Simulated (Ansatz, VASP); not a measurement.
# Two plane-wave programs on W

```xyz
1
Lattice="0.0000 2.0613 2.0613 2.0613 0.0000 2.0613 2.0613 2.0613 0.0000" Properties=species:S:1:pos:R:3 pbc="T T T"
W     0.0000    0.0000    0.0000
```

Alike in both runs: task single point; functional r2SCAN; k mesh 15 × 15 × 15; occupations fermi-dirac, width 0.1 eV; no spin polarisation.

|  | VASP | Ansatz |
| --- | --- | --- |
| version | VASP 6.6.1 | Ansatz 0.2.0 |
| potentials or method | VASP PAW PBE potentials, release 64 (W_sv), cutoff 520 eV | plane waves (500 eV) with PAW, scalar-relativistic |
| valence electrons in the cell | 14 | 14 |

Ansatz gave:

| Item | Value |
| --- | --- |
| pressure (GPa) | -19.9 |

Task: Which values does VASP return?

Result: Pressure (GPa): -19.1.

VASP's potentials were made for PBE, not for r2SCAN. With one functional, cell and mesh, what is left measures potentials, basis and numerics.

Spin-orbit coupling is off throughout.
